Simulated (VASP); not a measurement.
Write the native input for VASP 6.6.1 that does the following.

```
Task                   : relaxation of cell and atoms
Functional             : LDA
Potentials or basis    : VASP PAW LDA potentials, release 64 (Os_sv_GW)
Cutoff                 : 560 eV
k mesh                 : 7 × 7 × 7
Occupations            : gaussian, width 0.1 eV
Spin                   : no spin polarisation
Dipole correction      : no
Further INCAR settings : ALGO = Normal; EDIFF = 1e-07; IBRION = 2; EDIFFG = -0.02; NSW = 60; ISIF = 3
```

The structure of Os lies in POSCAR:

```
Os
1.0
    0.0000000000      2.6300000000      2.6300000000
    2.6300000000      0.0000000000      2.6300000000
    2.6300000000      2.6300000000      0.0000000000
Os
2
Direct
    1.0000000000      1.0000000000      1.0000000000
    0.2500000000      0.2500000000      0.2500000000
```

This isn't the form of Os at room conditions, which is hcp.

One way to write it, as run:

INCAR

```
PREC = Accurate
ENCUT = 560
EDIFF = 1E-7
ISMEAR = 0
SIGMA = 0.1
LREAL = False
LASPH = True
NELM = 120
ALGO = Normal
ISIF = 3
LWAVE = False
LCHARG = False
IBRION = 2
NSW = 60
EDIFFG = -0.02
GGA_COMPAT = False
NELMIN = 4
```

KPOINTS

```
regular mesh
0
Gamma
  7 7 7
```

Potentials or basis: VASP PAW LDA potentials, release 64 (Os_sv_GW).

Command:

```console
$ cat potpaw_LDA.64/Os_sv_GW/POTCAR > POTCAR
$ mpirun -np 1 vasp_std > vasp.out
```

Results of the run:

```
Relaxed volume                        : 20.44 Å³/atom
Relaxed cell                          : a = 3.867 Å, b = 3.867 Å, c = 3.867 Å, α = 60.00°, β = 60.00°, γ = 60.00°
Space group after relaxing (to 0.1 Å) : Fd-3m (No. 227)
Pressure after relaxing               : 0.0 GPa
Band gap on the k mesh                : zero (bands 16 and 17 overlap by 1.06 eV)
```

Caveat: spin-orbit coupling is left out, which moves the levels of the heavy elements.

It took 2 min on 1 thread of AMD EPYC 7R43 64-Core Processor (Zen 3) (shared host), peak memory 0.13 GiB.
